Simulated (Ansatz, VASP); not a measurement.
# Si: VASP beside Ansatz

```xyz
12
Lattice="1.6248 -4.5455 0.0000 1.6248 4.5455 0.0000 0.0000 0.0000 12.6538" Properties=species:S:1:pos:R:3 pbc="T T T"
Si    1.6248   -2.3368   11.9591
Si    1.6248    2.3368    0.6947
Si    1.6248   -2.3368    7.0216
Si    1.6248    2.3368    5.6322
Si    1.6248    0.6483    1.9895
Si    1.6248   -0.6483   10.6644
Si    1.6248    0.6483    4.3374
Si    1.6248   -0.6483    8.3164
Si    1.6248   -4.2838   11.5071
Si    1.6248    4.2838    1.1468
Si    1.6248   -4.2838    7.4737
Si    1.6248    4.2838    5.1801
```

Change from the starting cell: engineering shear strain xy +0.0000, equal normal strain along x and y -0.1500.

Alike in both runs: task single point; functional PBEsol; k mesh 10 × 10 × 4; occupations gaussian, width 0.05 eV; no spin polarisation.

|  | VASP | Ansatz |
| --- | --- | --- |
| version | VASP 6.6.1 | Ansatz 0.2.0 |
| potentials or method | VASP PAW PBE potentials, release 64 (Si), cutoff 520 eV | scalar-relativistic, plane waves, PAW |
| valence electrons in the cell | 48 | 48 |

|  | VASP | Ansatz | Ansatz less VASP |
| --- | --- | --- | --- |
| gap on the k mesh at the Fermi level (eV) | none | none | - |
| pressure (GPa) | 57.7 | 57.6 | -0.13 |
| traceless stress, the component that is largest in VASP (GPa) | -27.87 | -27.87 | +0.002 |
| rms of the force components (eV/Å) | 2.065 | 2.063 | -0.0027 |

VASP's potentials were made for PBE, not for PBEsol, and Ansatz warns of the same on its side. Atom by atom the forces differ by 0.006 eV/Å (rms over components). A gap of «none» marks a metal or a gap that the smearing closes. Both programs put the cell under a high pressure, so it lies far from rest at this level.
